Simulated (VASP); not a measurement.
Write the native input for VASP 6.6.1 that does the following.

- Task: single point
- Functional: PBE0
- Potentials or basis: VASP PAW PBE potentials, release 64 (Li_sv, H)
- Cutoff: 520 eV
- k mesh: 6 × 6 × 6
- Occupations: fermi-dirac, width 0.05 eV
- Spin: no spin polarisation
- Dipole correction: no
- Grid for exact exchange (PRECFOCK): Normal
- Further INCAR settings: ALGO = Normal; EDIFF = 1e-06; NBANDS = 9
- Share of exact exchange: 0.25

The system is LiH.

```
Li H
1.0
     0.00000    2.06355    2.06355
     2.06355    0.00000    2.06355
     2.06355    2.06355    0.00000
Li H
1 1
Direct
  0.00000 0.00000 0.00000
  0.50000 0.50000 0.50000
```

One way to write it, as run:

POSCAR

```
LiH
1.0
    0.0000000000      2.0635524157      2.0635524157
    2.0635524157      0.0000000000      2.0635524157
    2.0635524157      2.0635524157      0.0000000000
Li H
1 1
Direct
    0.0000000000      0.0000000000      0.0000000000
    0.5000000000      0.5000000000      0.5000000000
```

INCAR.step1

```
SYSTEM = LiH
PREC = Accurate
ENCUT = 520
EDIFF = 1E-5
ISMEAR = -1
SIGMA = 0.05
LREAL = .FALSE.
LASPH = .TRUE.
NELM = 60
ALGO = Normal
ISIF = 2
LWAVE = .TRUE.
NBANDS = 9
GGA = PE
```

INCAR.step2

```
SYSTEM = LiH
PREC = Accurate
ENCUT = 520
EDIFF = 1E-6
ISMEAR = -1
SIGMA = 0.05
LREAL = .FALSE.
LASPH = .TRUE.
NELM = 60
ALGO = Normal
ISIF = 2
LWAVE = .FALSE.
LCHARG = .TRUE.
GGA = PE
LHFCALC = .TRUE.
AEXX = 0.25
PRECFOCK = Normal
LELF = .TRUE.
LVHAR = .TRUE.
NBANDS = 9
ISTART = 1
```

KPOINTS

```
Automatic mesh
0
G
  6 6 6
  0 0 0
```

Potentials or basis: VASP PAW PBE potentials, release 64 (Li_sv, H).

Command:

```sh
$ cat potpaw_PBE.64/Li_sv/POTCAR potpaw_PBE.64/H/POTCAR > POTCAR
$ cp INCAR.step1 INCAR
$ mpirun -np 1 vasp_std > vasp.out
$ cp INCAR.step2 INCAR
$ mpirun -np 1 vasp_std > vasp.out
```

It gave:

```yaml
Band_gap_on_the_k_mesh: 4.74 eV
```

Caveat: the k points lie up to 0.44 Å⁻¹ apart.

It took 76 s on 1 thread of AMD EPYC 7R13 Processor (Zen 3), with other jobs on the host, peak memory 0.1 GiB.
